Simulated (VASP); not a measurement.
# Ta16H (a cell with a defect) in VASP: further runs, part 2 of 2

VASP 6.6.1. Earlier steps stand in the parts before.

## (4) Single point, PBE

Contents of INCAR:

```
  ALGO = Normal
  EDIFF = 1E-7
  ENCUT = 520
  GGA = PE
  ISIF = 2
  ISMEAR = 0
  LASPH = True
  LCHARG = True
  LELF = True
  LREAL = Auto
  LVHAR = True
  LWAVE = False
  NBANDS = 102
  NELM = 100
  PREC = Accurate
  SIGMA = 0.1
```

Contents of KPOINTS:

```
Automatic mesh
0
Gamma
  4 4 4
  0.5 0.5 0.5
```

Contents of POSCAR:

```
Ta16H
1.0
    6.6381247865      0.0000000000      0.0000000000
    0.0000000000      6.6381247865      0.0000000000
    0.0000000000      0.0000000000      6.6381247865
Ta H
16 1
Direct
   -0.0079644480     -0.0051760100      0.0000230487
    0.5079473659     -0.0051621506      0.0000198851
   -0.0006370775      0.5016800839     -0.0000021090
    0.0010947369      0.0005055645      0.4999901488
    0.2499918356      0.2551444955      0.2579144043
    0.5006344573      0.5016778243     -0.0000051219
    0.4988990274      0.0005082761      0.4999890943
    0.7500038279      0.2494945566      0.2489103554
   -0.0007731099      0.5008836241      0.5000061172
    0.2499983133      0.7482385703      0.2507093575
    0.2499990665      0.2551125588      0.7420940640
    0.5007756116      0.5008806112      0.5000022004
    0.7499956931      0.7491189395      0.2507653974
    0.7500033760      0.2494767805      0.7511167928
    0.2500010249      0.7482596606      0.7492965499
    0.7500011163      0.7491306898      0.7492051084
    0.2499900278      0.1247829811      0.0000341964
```

Potentials or basis: VASP PAW PBE potentials, release 64 (Ta_pv, H).

Run with:

```
$ cat potpaw_PBE.64/Ta_pv/POTCAR potpaw_PBE.64/H/POTCAR > POTCAR
$ mpirun -np 1 vasp_std > vasp.out
```

OUTCAR:

```text
EDIFF = 1E-7
   ENCUT = 520
   GGA = PE
   ISIF = 2
   ISMEAR = 0
   LASPH = True
   LREAL = Auto
   NELM = 100
   PREC = Accurate

 ion  position               nearest neighbor table
   1  0.992  0.995  0.000-  17 1.92  13 2.83  16 2.83   8 2.86  14 2.86  10 2.89  15 2.90   5 2.97
                            11 2.97   2 3.21   3 3.27   4 3.32   4 3.32   3 3.36   2 3.42
   2  0.508  0.995  0.000-  17 1.92  13 2.83  16 2.83  14 2.86   8 2.86  10 2.89  15 2.90  11 2.97
                             5 2.97   1 3.21   6 3.27   7 3.32   7 3.32   6 3.36   1 3.42
   3  0.999  0.502  1.000-  13 2.87  16 2.87  10 2.87  15 2.87  14 2.88   8 2.88   5 2.89  11 2.89
                             1 3.27   6 3.31   9 3.32   9 3.32   6 3.33   1 3.36
   4  0.001  0.001  0.500-   5 2.86  11 2.86  10 2.88  15 2.88   8 2.88  14 2.88  16 2.88  13 2.88
                             7 3.30   9 3.32   1 3.32   1 3.32   9 3.32   7 3.33
   5  0.250  0.255  0.258-  17 1.92   9 2.83  12 2.83   4 2.86   7 2.86   3 2.89   6 2.89   2 2.97
                             1 2.97  11 3.21  10 3.27   8 3.32   8 3.32  10 3.37  11 3.42
   6  0.501  0.502  1.000-  13 2.87  16 2.87  10 2.87  15 2.87  14 2.88   8 2.88   5 2.89  11 2.89
                             2 3.27   3 3.31  12 3.32  12 3.32   3 3.33   2 3.36
   7  0.499  0.001  0.500-  11 2.86   5 2.86  10 2.88  15 2.88   8 2.88  14 2.88  16 2.88  13 2.88
[... 2711 lines left out ...]
     99       7.7338      0.00000
    100       7.7736      0.00000

 [... further k-points ...]

 [bands above 100 left out]

------------------------ aborting loop because EDIFF is reached ----------------------------------------

  FORCE on cell =-STRESS in cart. coord.  units (eV):
  Direction    XX          YY          ZZ          XY          YZ          ZX
  --------------------------------------------------------------------------------------
  -------------------------------------------------------------------------------------
  Total        4.0227168      4.3225859      4.0107884      0.0001908      0.0008753     -0.0001936
  in kB       22.0340231     23.6765259     21.9686868      0.0010449      0.0047941     -0.0010602
  external PRESSURE =      22.5597453 kB  Pullay stress =       0.0000000 kB

 VOLUME and BASIS-vectors are now :
 -----------------------------------------------------------------------------
  energy-cutoff  :      520.00
  volume of cell :      292.51
      direct lattice vectors                 reciprocal lattice vectors
     6.638124786  0.000000000  0.000000000     0.150644954  0.000000000  0.000000000
     0.000000000  6.638124786  0.000000000     0.000000000  0.150644954  0.000000000
     0.000000000  0.000000000  6.638124786     0.000000000  0.000000000  0.150644954

 POSITION                                       TOTAL-FORCE (eV/Angst)
 -----------------------------------------------------------------------------------
      6.58526      6.60377      0.00015        -0.008000     -0.007645     -0.001410
      3.37182      6.60386      0.00013         0.008991     -0.008622     -0.001335
      6.63390      3.33021      6.63811        -0.003549     -0.000083     -0.000302
      0.00727      0.00336      3.31900         0.002004     -0.010672      0.000788
      1.65948      1.69368      1.71207         0.000419      0.005549      0.009775
      3.32327      3.33020      6.63809         0.003559     -0.000110     -0.000061
[... 9 lines left out ...]
      4.97860      4.97282      4.97332        -0.000419     -0.001219      0.004052
      1.65946      0.82832      0.00023        -0.000079      0.002830     -0.001080
 -----------------------------------------------------------------------------------
    total drift:                                0.000078      0.016923      0.000005

  FREE ENERGIE OF THE ION-ELECTRON SYSTEM (eV)
  ---------------------------------------------------
  free  energy   TOTEN  =      -192.8472872286 eV

  energy  without entropy=     -192.7723608686  energy(sigma->0) =     -192.80982405
```

OSZICAR:

```text
N       E                     dE             d eps       ncg     rms          rms(c)
DAV:   1     0.196995527899E+04    0.19700E+04   -0.97044E+04  6528   0.181E+03
DAV:   2    -0.740464966081E+02   -0.20440E+04   -0.19968E+04  6752   0.556E+02
DAV:   3    -0.195372330039E+03   -0.12133E+03   -0.11364E+03  8192   0.109E+02
DAV:   4    -0.200698604171E+03   -0.53263E+01   -0.50646E+01  7752   0.183E+01
DAV:   5    -0.200905821259E+03   -0.20722E+00   -0.20570E+00  8264   0.312E+00    0.543E+01
DAV:   6    -0.194696117038E+03    0.62097E+01   -0.77447E+00  7242   0.118E+01    0.265E+01
DAV:   7    -0.192926289556E+03    0.17698E+01   -0.69424E+00  7576   0.111E+01    0.190E+00
DAV:   8    -0.192859007881E+03    0.67282E-01   -0.49405E-01  8128   0.394E+00    0.118E+00
DAV:   9    -0.192847528114E+03    0.11480E-01   -0.74104E-02  7472   0.127E+00    0.384E-01
DAV:  10    -0.192847496519E+03    0.31595E-04   -0.11306E-02  8060   0.590E-01    0.200E-01
DAV:  11    -0.192847272872E+03    0.22365E-03   -0.19758E-03  8022   0.214E-01    0.114E-01
DAV:  12    -0.192847306628E+03   -0.33756E-04   -0.37926E-04  7466   0.725E-02    0.379E-02
DAV:  13    -0.192847299527E+03    0.71018E-05   -0.85715E-05  7960   0.450E-02    0.189E-02
DAV:  14    -0.192847290732E+03    0.87944E-05   -0.21198E-05  7888   0.251E-02    0.614E-03
DAV:  15    -0.192847287229E+03    0.35029E-05   -0.33605E-06  7548   0.887E-03    0.194E-03
DAV:  16    -0.192847287229E+03    0.56752E-09   -0.28673E-07  5156   0.227E-03
   1 F= -.19284729E+03 E0= -.19280982E+03  d E =-.749264E-01
```

Wall time 50 min (1 thread of AMD EPYC, shared host); peak memory 0.69 GiB.

Results:

```yaml
Free_energy: -192.8473 eV
Pressure: 2.3 GPa
Largest_force: 0.013 eV/Å
```

Forces in eV/Å, atoms in the order of the input:
```
Ta  -0.008 -0.008 -0.001
Ta   0.009 -0.009 -0.001
Ta  -0.004  0.000  0.000
Ta   0.002 -0.011  0.001
Ta   0.000  0.006  0.010
Ta   0.004  0.000  0.000
Ta  -0.002 -0.011  0.001
Ta   0.000  0.009  0.001
Ta  -0.001 -0.001  0.000
Ta   0.000  0.004  0.000
Ta   0.000  0.006 -0.009
Ta   0.000 -0.001  0.000
Ta   0.000 -0.001 -0.001
Ta   0.000  0.010 -0.003
Ta   0.000  0.003  0.000
Ta   0.000 -0.001  0.004
H    0.000  0.003 -0.001
```

Levels at points of the mesh, in eV from the Fermi level:
| k point | band 86 | band 87 | band 88 | band 89 | band 90 | band 91 | band 92 | band 93 |
| --- | --- | --- | --- | --- | --- | --- | --- | --- |
| (0.12, 0.12, 0.12) | 0.60 | 0.67 | 0.91 | 0.94 | 0.96 | 0.96 | 0.99 | 1.06 |

Caveat: spin-orbit coupling is left out, which moves the levels of the heavy elements.
